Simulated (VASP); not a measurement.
# Pb (Fm-3m) in VASP: further runs

The runs below take Pb through single point, relaxation of cell and atoms, with B3LYP.

Everything below comes from runs of VASP 6.6.1. Logs are shortened: lines on timing, memory, paths and dates and some standing lists are left out, and cuts for length are marked.

**1. The cell of the first run**

The structure is cubic, space group Fm-3m (No. 225). The conventional cell has a = 4.950 Å, b = 4.950 Å, c = 4.950 Å, α = 90.00°, β = 90.00°, γ = 90.00°. Within 4.6 Å of Pb (site symmetry m-3m) lie 12 Pb at 3.50 Å.

**2. Single point, B3LYP**

Contents of POSCAR:

```
Pb
1.0
    0.0000000000      2.4750200000      2.4750200000
    2.4750200000      0.0000000000      2.4750200000
    2.4750200000      2.4750200000      0.0000000000
Pb
1
Direct
    0.0000000000      0.0000000000      0.0000000000
```

Contents of INCAR.step1:

```
SYSTEM = Pb
ALGO = Normal ; EDIFF = 1E-5
ENCUT = 520 ; GGA = PE
ISIF = 2 ; ISMEAR = -1
LASPH = .TRUE. ; LCHARG = .FALSE.
LREAL = .FALSE. ; LWAVE = .TRUE.
NBANDS = 13 ; NELM = 60
PREC = Accurate ; SIGMA = 0.05
```

Contents of INCAR.step2:

```
SYSTEM = Pb
AEXX = 0.2 ; AGGAC = 0.81
AGGAX = 0.72 ; ALDAC = 0.19
ALGO = Normal ; EDIFF = 1E-7
ENCUT = 520 ; GGA = B3
ISIF = 2 ; ISMEAR = -1
ISTART = 1 ; LASPH = .TRUE.
LCHARG = .FALSE. ; LHFCALC = .TRUE.
LREAL = .FALSE. ; LWAVE = .FALSE.
NBANDS = 13 ; NELM = 60
PREC = Accurate ; PRECFOCK = Normal
SIGMA = 0.05
```

Contents of KPOINTS:

```
k-points
0
G
  5 5 5
  0 0 0
```

Potentials or basis: VASP PAW PBE potentials, release 64 (Pb_d).

Command:

```bash
> cat potpaw_PBE.64/Pb_d/POTCAR > POTCAR
> cp INCAR.step1 INCAR
> mpirun -np 1 vasp_std > vasp.out
> cp INCAR.step2 INCAR
> mpirun -np 1 vasp_std > vasp.out
```

OUTCAR:

```text
SYSTEM = Pb
   AEXX = 0.2
   EDIFF = 1E-7
   ENCUT = 520
   GGA = B3
   ISIF = 2
   ISMEAR = -1
   ISTART = 1
   LASPH = .TRUE.
   LHFCALC = .TRUE.
   LREAL = .FALSE.
   NELM = 60
   PREC = Accurate
   PRECFOCK = Normal

 ion  position               nearest neighbor table
   1  0.000  0.000  0.000-

  LATTYP: Found a face centered cubic cell.
 ALAT       =     4.9500400000

  Lattice vectors:

 A1 = (   0.0000000000,   2.4750200000,   2.4750200000)
 A2 = (   2.4750200000,   0.0000000000,   2.4750200000)
 A3 = (   2.4750200000,   2.4750200000,   0.0000000000)

Analysis of symmetry for initial positions (statically):
[... 5 lines left out ...]
 face centered cubic supercell.

 Subroutine GETGRP returns: Found 48 space group operations
 (whereof 48 operations were pure point group operations)
 out of a pool of 48 trial point group operations.

The static configuration has the point symmetry O_h .

Analysis of symmetry for dynamics (positions and initial velocities):
[... 5 lines left out ...]
 face centered cubic supercell.

 Subroutine GETGRP returns: Found 48 space group operations
 (whereof 48 operations were pure point group operations)
 out of a pool of 48 trial point group operations.

The dynamic configuration has the point symmetry O_h .

 Subroutine INISYM returns: Found 48 space group operations
 (whereof 48 operations are pure point group operations),
 and found     1 'primitive' translations

----------------------------------------------------------------------------------------

                                     Primitive cell

  volume of cell :      30.3226

  direct lattice vectors                    reciprocal lattice vectors
     0.000000000  2.475020000  2.475020000    -0.202018570  0.202018570  0.202018570
     2.475020000  0.000000000  2.475020000     0.202018570 -0.202018570  0.202018570
     2.475020000  2.475020000  0.000000000     0.202018570  0.202018570 -0.202018570

  length of vectors
     3.500206851  3.500206851  3.500206851     0.349906427  0.349906427  0.349906427

  position of ions in fractional coordinates (direct lattice)
     0.000000000  0.000000000  0.000000000

  ion indices of the primitive-cell ions
   primitive index   ion index
                 1           1

----------------------------------------------------------------------------------------

 KPOINTS: k-points

Automatic generation of k-mesh.
 Grid dimensions read from file:
 generate k-points for:    5    5    5

 Generating k-lattice:

  Cartesian coordinates                     Fractional coordinates (reciprocal lattice)
    -0.040403714  0.040403714  0.040403714     0.200000000  0.000000000  0.000000000
     0.040403714 -0.040403714  0.040403714     0.000000000  0.200000000  0.000000000
     0.040403714  0.040403714 -0.040403714     0.000000000  0.000000000  0.200000000

  Length of vectors
     0.069981285  0.069981285  0.069981285

  Shift w.r.t. Gamma in fractional coordinates (k-lattice)
     0.000000000  0.000000000  0.000000000

 Subroutine IBZKPT returns following result:
 ===========================================

 Found     10 irreducible k-points:

 Following reciprocal coordinates:
            Coordinates               Weight
  0.000000  0.000000  0.000000      1.000000
  0.200000  0.000000  0.000000      8.000000
  0.400000  0.000000  0.000000      8.000000
  0.200000  0.200000  0.000000      6.000000
  0.400000  0.200000  0.000000     24.000000
 -0.400000  0.200000  0.000000     24.000000
 -0.200000  0.200000  0.000000     12.000000
  0.400000  0.400000  0.000000      6.000000
 -0.400000  0.400000  0.000000     12.000000
 -0.400000  0.400000  0.200000     24.000000
   k-points           NKPTS =     10   k-points in BZ     NKDIM =    125   number of bands    NBANDS=     13
   number of dos      NEDOS =    301   number of ions     NIONS =      1
   total plane-waves  NPLWV =  21952
   dimension x,y,z NGX =    28 NGY =   28 NGZ =   28
   dimension x,y,z NGXF=    56 NGYF=   56 NGZF=   56
   ions per type =               1
   NGX,Y,Z   is equivalent  to a cutoff of  13.30, 13.30, 13.30 a.u.
   NGXF,Y,Z  is equivalent  to a cutoff of  26.60, 26.60, 26.60 a.u.
 SYSTEM =  Pb
   PREC   = accura    normal or accurate (medium, high low for compatibility)
   ISTART =      1    job   : 0-new  1-cont  2-samecut
   ICHARG =      0    charge: 1-file 2-atom 10-const
   ISPIN  =      1    spin polarized calculation?
   LNONCOLLINEAR =      F non collinear calculations
   LSORBIT =      F    spin-orbit coupling
   LASPH  =      T    aspherical Exc in radial PAW
   ENCUT  =  520.0 eV  38.22 Ry    6.18 a.u.   6.51  6.51  6.51*2*pi/ulx,y,z
   NELM   =     60;   NELMIN=  2; NELMDL=  0     # of ELM steps
   EDIFF  = 0.1E-06   stopping-criterion for ELM
   LREAL  =      F    real-space projection
   EDIFFG = 0.1E-05   stopping-criterion for IOM
   NSW    =      0    number of steps for IOM
   IBRION =     -1    ionic relax: 0-MD 1-quasi-New 2-CG
   NFREE  =      0    steps in history (QN), initial steepest desc. (CG)
   ISIF   =      2    stress and relaxation
   ISYM   =      3    0-nonsym 1-usesym 2-fastsym
   POTIM  = 0.5000    time-step for ionic-motion
   TEBEG  =    0.0;   TEEND  =   0.0 temperature during run
   PSTRESS=    0.0 pullay stress
   NELECT =      14.0000    total number of electrons
   NUPDOWN=      -1.0000    fix difference up-down
   EMIN   =  10.00;   EMAX   =-10.00  energy-range for DOS
   EFERMI =   0.00;   METHOD = LEGACY
   ISMEAR =    -1;   SIGMA  =   0.05  broadening in eV -4-tet -1-fermi 0-gaus
   EFERMI_NEDOS =   21; number of points for ismear=-14 and -15
   IALGO  =     38    algorithm
   IMIX   =      1    mixing-type and parameters
     AMIX     =   0.40;   BMIX     =  1.00
     AMIX_MAG =   1.60;   BMIX_MAG =  1.00
  volume/ion in A,a.u.               =      30.32       204.63
  Fermi-wavevector in a.u.,A,eV,Ry     =   1.265306  2.391081 21.782907  1.600999
  Thomas-Fermi vector in A             =   2.398566
   LORBIT       =      0    0 simple, 1 ext, 2 COOP (PROOUT), +10 PAW based schemes
   GGA     = B3    functional components
   LHFCALC =     T    Hartree Fock is set to
   PRECFOCK=normal    Normal, Fast or Accurate (Low or Medium for compatibility)
   ENCUT4O =  -1.0   cutoff for four orbital integrals eV
   NKREDX  =     1    reduce k-point grid by
   NKREDY  =     1    reduce k-point grid by
   NKREDZ  =     1    reduce k-point grid by
   AEXX    =    0.2000 exact exchange contribution
   HFSCREEN=    0.0000 screening length (either q_TF or 0.3 A-1)
   HFSCREENC=   0.0000 screening length for correlation (either q_TF or 0.3 A-1)
   ENCUTFOCK=  -1.0 apply spherical cutoff to Coloumb kernel
   IVDW    =     0    specifies the selected vdW correction
   LEPSILON=     F    determine dielectric tensor
   LRPA    =     F    only Hartree local field effects (RPA)
 non-spin polarized calculation
  energy-cutoff  :      520.00
  volume of cell :       30.32
 maximum number of plane-waves:       869
 NGX is ok and might be reduce to    28
  NGX = 20; NGY = 20; NGZ = 20

 number of electron      13.9999999 magnetization

 Free energy of the ion-electron system (eV)
  ---------------------------------------------------
  ext. energy  EPLUGINS =         0.00000000
  ---------------------------------------------------
  free energy    TOTEN  =        -3.65381719 eV

  energy without entropy =       -3.64110675  energy(sigma->0) =       -3.64746197

 E-fermi :   7.1344     XC(G=0):  -8.0934

 val. band max:        7.1088314621   @ k =  -0.4000   0.4000   0.2000
 cond. band min:       8.0344414004   @ k =  -0.2000   0.2000   0.0000
 fundamental gap:      0.9256099383
 Fermi energy:         7.1343822753

 k-point     1 :       0.0000    0.0000    0.0000
  band No.  band energies     occupation
      1     -11.4705      2.00000
      2     -11.4705      2.00000
      3     -11.4705      2.00000
      4     -11.3214      2.00000
      5     -11.3214      2.00000
      6      -5.6971      2.00000
      7      15.6935      0.00000
      8      15.6935      0.00000
      9      15.6935      0.00000
     10      18.4289      0.00000
     11      20.2148      0.00000
     12      21.0266      0.00000
     13      21.0266      0.00000

 k-point     2 :       0.2000    0.0000    0.0000
  band No.  band energies     occupation
      1     -11.4755      2.00000
      2     -11.4340      2.00000
      3     -11.4340      2.00000
      4     -11.3069      2.00000
      5     -11.3069      2.00000
      6      -4.8594      2.00000
      7      10.2777      0.00000
      8      14.8976      0.00000
      9      14.8976      0.00000
     10      17.6949      0.00000
     11      20.8656      0.00000
     12      21.4187      0.00000
     13      21.4187      0.00000

 k-point     3 :       0.4000    0.0000    0.0000
  band No.  band energies     occupation
      1     -11.4973      2.00000
      2     -11.4516      2.00000
      3     -11.4516      2.00000
      4     -11.2039      2.00000
      5     -11.2039      2.00000
      6      -2.5383      2.00000
      7       3.9024      2.00000
      8      13.9119      0.00000
      9      13.9119      0.00000
     10      17.6379      0.00000
     11      18.6328      0.00000
     12      19.9332      0.00000
     13      19.9332      0.00000

 k-point     4 :       0.2000    0.2000    0.0000
  band No.  band energies     occupation
      1     -11.5300      2.00000
      2     -11.3895      2.00000
      3     -11.3637      2.00000
      4     -11.3637      2.00000
      5     -11.2765      2.00000
      6      -4.5815      2.00000
      7      11.6722      0.00000
      8      12.8827      0.00000
      9      12.8827      0.00000
     10      16.5224      0.00000
     11      17.4414      0.00000
     12      24.6298      0.00000
     13      24.6776      0.00000

 k-point     5 :       0.4000    0.2000    0.0000
  band No.  band energies     occupation
      1     -11.5330      2.00000
      2     -11.4328      2.00000
      3     -11.3469      2.00000
      4     -11.2889      2.00000
      5     -11.1915      2.00000
      6      -2.7113      2.00000
      7       6.0999      2.00000
      8      10.9582      0.00000
      9      11.8915      0.00000
     10      15.8209      0.00000
     11      19.2545      0.00000
     12      22.8643      0.00000
     13      23.1877      0.00000

 k-point     6 :      -0.4000    0.2000    0.0000
  band No.  band energies     occupation
      1     -11.4979      2.00000
      2     -11.4132      2.00000
      3     -11.3713      2.00000
      4     -11.2591      2.00000
      5     -11.2077      2.00000
      6      -1.2749      2.00000
      7       3.6528      2.00000
      8       9.2664      0.00000
      9      12.6261      0.00000
     10      16.1229      0.00000
     11      21.2383      0.00000
     12      21.8143      0.00000
     13      24.4018      0.00000

 k-point     7 :      -0.2000    0.2000    0.0000
  band No.  band energies     occupation
      1     -11.4569      2.00000
      2     -11.4422      2.00000
      3     -11.3527      2.00000
      4     -11.3524      2.00000
      5     -11.2422      2.00000
      6      -3.4976      2.00000
      7       8.0344      0.00000
      8       9.8790      0.00000
      9      14.6871      0.00000
     10      17.8631      0.00000
     11      20.1568      0.00000
     12      21.1614      0.00000
     13      21.9083      0.00000

 k-point     8 :       0.4000    0.4000    0.0000
  band No.  band energies     occupation
      1     -11.6260      2.00000
      2     -11.5226      2.00000
      3     -11.2035      2.00000
      4     -11.1799      2.00000
      5     -11.1799      2.00000
      6      -1.4239      2.00000
      7       5.3064      2.00000
      8      10.3335      0.00000
      9      10.3335      0.00000
     10      14.1709      0.00000
     11      15.1919      0.00000
     12      26.9768      0.00000
     13      28.0036      0.00000

 k-point     9 :      -0.4000    0.4000    0.0000
  band No.  band energies     occupation
      1     -11.5800      2.00000
      2     -11.4805      2.00000
      3     -11.2340      2.00000
      4     -11.2195      2.00000
      5     -11.1753      2.00000
      6      -0.1529      2.00000
      7       4.3365      2.00000
      8       6.6683      1.99982
      9      10.6441      0.00000
     10      14.7093      0.00000
     11      18.5119      0.00000
     12      25.4532      0.00000
     13      26.4804      0.00000

 k-point    10 :      -0.4000    0.4000    0.2000
  band No.  band energies     occupation
      1     -11.4757      2.00000
      2     -11.4620      2.00000
      3     -11.3472      2.00000
      4     -11.2479      2.00000
      5     -11.1823      2.00000
      6      -0.8102      2.00000
      7       5.2702      2.00000
      8       7.1088      1.25009
      9       9.5539      0.00000
     10      18.3131      0.00000
     11      19.3956      0.00000
     12      20.8960      0.00000
     13      24.7670      0.00000

------------------------ aborting loop because EDIFF is reached ----------------------------------------

  FORCE on cell =-STRESS in cart. coord.  units (eV):
  Direction    XX          YY          ZZ          XY          YZ          ZX
  --------------------------------------------------------------------------------------
  -------------------------------------------------------------------------------------
  Total        0.7090314      0.7090314      0.7090314      0.0000000     -0.0000000      0.0000000
  in kB       37.4636379     37.4636379     37.4636379      0.0000000     -0.0000000      0.0000000
  external PRESSURE =      37.4636379 kB  Pullay stress =       0.0000000 kB

 VOLUME and BASIS-vectors are now :
 -----------------------------------------------------------------------------
  energy-cutoff  :      520.00
  volume of cell :       30.32
      direct lattice vectors                 reciprocal lattice vectors
     0.000000000  2.475020000  2.475020000    -0.202018570  0.202018570  0.202018570
     2.475020000  0.000000000  2.475020000     0.202018570 -0.202018570  0.202018570
     2.475020000  2.475020000  0.000000000     0.202018570  0.202018570 -0.202018570

 POSITION                                       TOTAL-FORCE (eV/Angst)
 -----------------------------------------------------------------------------------
      0.00000      0.00000      0.00000        -0.000000     -0.000000     -0.000000
 -----------------------------------------------------------------------------------
    total drift:                               -0.000000      0.000000      0.000000

  FREE ENERGIE OF THE ION-ELECTRON SYSTEM (eV)
  ---------------------------------------------------
  free  energy   TOTEN  =        -3.6538171896 eV

  energy  without entropy=       -3.6411067538  energy(sigma->0) =       -3.64746197
```

Wall time 8.7 min (1 thread of Intel Xeon Platinum 8259CL at 2.50GHz (Skylake/Cascade Lake), shared host); peak memory 0.17 GiB.

What came out:

* Free energy: -3.6538 eV
* Pressure: 3.7 GPa
* Band gap on the k mesh: zero (band 7 reaches 15.69 eV, above the bottom of band 8 at 6.67 eV)

Levels at points of the mesh, in eV from the Fermi level:
| k point | band 4 | band 5 | band 6 | band 7 | band 8 | band 9 | band 10 | band 11 |
| --- | --- | --- | --- | --- | --- | --- | --- | --- |
| (0.00, 0.00, 0.00) | -18.46 | -18.46 | -12.83 | 8.56 | 8.56 | 8.56 | 11.29 | 13.08 |

Caveat: the k points lie up to 0.44 Å⁻¹ apart; the PAW data sets were made with another functional, which shifts forces and pressure a little; spin-orbit coupling is left out, which moves the levels of the heavy elements.

**3. Single point, B3LYP**

This run uses another cell than the first one, of 32.82 Å³/atom, 1.082 times its volume.

Contents of POSCAR:

```
Pb
1.0
    0.0000000000      2.5411499001      2.5411499001
    2.5411499001      0.0000000000      2.5411499001
    2.5411499001      2.5411499001      0.0000000000
Pb
1
Direct
    0.0000000000      0.0000000000      0.0000000000
```

Contents of INCAR.step1:

```
SYSTEM = Pb
PREC = Accurate
ENCUT = 520
EDIFF = 1E-5
ISMEAR = -1
SIGMA = 0.05
LREAL = .False.
LASPH = .True.
NELM = 80
ALGO = Normal
ISIF = 2
LWAVE = .True.
LCHARG = .False.
GGA = PE
NBANDS = 13
```

Contents of INCAR.step2:

```
SYSTEM = Pb
PREC = Accurate
ENCUT = 520
EDIFF = 1E-6
ISMEAR = -1
SIGMA = 0.05
LREAL = .False.
LASPH = .True.
NELM = 80
ALGO = Normal
ISIF = 2
LWAVE = .False.
LCHARG = .False.
GGA = B3
LHFCALC = .True.
AEXX = 0.2
AGGAX = 0.72
AGGAC = 0.81
ALDAC = 0.19
PRECFOCK = Normal
ISTART = 1
NBANDS = 13
```

Contents of KPOINTS:

```
regular mesh
0
Gamma
  5 5 5
  0 0 0
```

Potentials or basis: VASP PAW PBE potentials, release 64 (Pb_d).

Command:

```bash
> cat potpaw_PBE.64/Pb_d/POTCAR > POTCAR
> cp INCAR.step1 INCAR
> mpirun -np 1 vasp_std > vasp.out
> cp INCAR.step2 INCAR
> mpirun -np 1 vasp_std > vasp.out
```

It took 9 min on 1 thread of Intel Xeon Platinum 8259CL at 2.50GHz (Skylake/Cascade Lake), shared host; peak memory 0.17 GiB.

It converged, with:

- Free energy: -3.6819 eV
- Pressure: 0.0 GPa
- Band gap on the k mesh: zero (band 7 reaches 14.18 eV, above the bottom of band 8 at 5.92 eV)

Levels at points of the mesh, in eV from the Fermi level:
| k point | band 3 | band 4 | band 5 | band 6 | band 7 | band 8 | band 9 | band 10 | band 11 | band 12 |
| --- | --- | --- | --- | --- | --- | --- | --- | --- | --- | --- |
| (0.00, 0.00, 0.00) | -18.63 | -18.52 | -18.52 | -12.36 | 7.83 | 7.83 | 7.83 | 11.13 | 11.96 | 13.22 |

Caveat: the k points lie up to 0.43 Å⁻¹ apart; the PAW data sets were made with another functional, which shifts forces and pressure a little; spin-orbit coupling is left out, which moves the levels of the heavy elements.

[end of part 1 of 2]
